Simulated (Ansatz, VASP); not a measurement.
One calculation of Cu, two programs

INCAR

```
SYSTEM = Cu
PREC = Accurate ; ENCUT = 520
EDIFF = 1E-7 ; ISMEAR = 0
SIGMA = 0.15 ; LREAL = .FALSE.
LASPH = .TRUE. ; NELM = 100
ALGO = Normal ; ISIF = 2
LWAVE = .FALSE. ; LCHARG = .TRUE.
GGA = PE ; LELF = .TRUE.
LVHAR = .TRUE. ; NBANDS = 12
```

File KPOINTS:

```
Automatic mesh
0
G
  24 24 24
  0 0 0
```

Contents of POSCAR:

```
Cu
1.0
    0.0000000000      1.7814451925      1.7814451925
    1.7814451925      0.0000000000      1.7814451925
    1.7814451925      1.7814451925      0.0000000000
Cu
1
Direct
    0.0000000000      0.0000000000      0.0000000000
```

Input for Ansatz:

```yaml
crystal:
  lattice:
    - [0.0, 1.7814451925, 1.7814451925]
    - [1.7814451925, 0.0, 1.7814451925]
    - [1.7814451925, 1.7814451925, 0.0]
  atoms:
    - { symbol: Cu, position: [0.0, 0.0, 0.0] }
basis:
  ecutwfc: 520.0
kpoints:
  mp_grid: { grid: [24, 24, 24] }
hamiltonian:
  xc: pbe
  pseudopotentials: { kind: paw, azcp: { folder: soft_1 } }
scf:
  occupations: { method: gaussian, width: 0.15 }
output:
  forces: true
  stress: true
  eigenvalues: true
```

Alike in both runs: task single point; functional PBE; k mesh 24 × 24 × 24; occupations gaussian, width 0.15 eV; no spin polarisation.

|  | VASP | Ansatz |
| --- | --- | --- |
| version | VASP 6.6.1 | Ansatz 0.2.0 |
| potentials or method | VASP PAW PBE potentials, release 64 (Cu), cutoff 520 eV | scalar-relativistic, plane waves, PAW |
| valence electrons in the cell | 11 | 19 |

|  | VASP | Ansatz | Ansatz less VASP |
| --- | --- | --- | --- |
| gap on the k mesh at the Fermi level (eV) | none | none | - |
| pressure (GPa) | 9.6 | 8.9 | -0.66 |

A gap of «none» marks a metal or a gap that the smearing closes. VASP's potentials hold 11 valence electrons a cell and Ansatz's 19, so a difference there can come from the potentials and not from the codes.
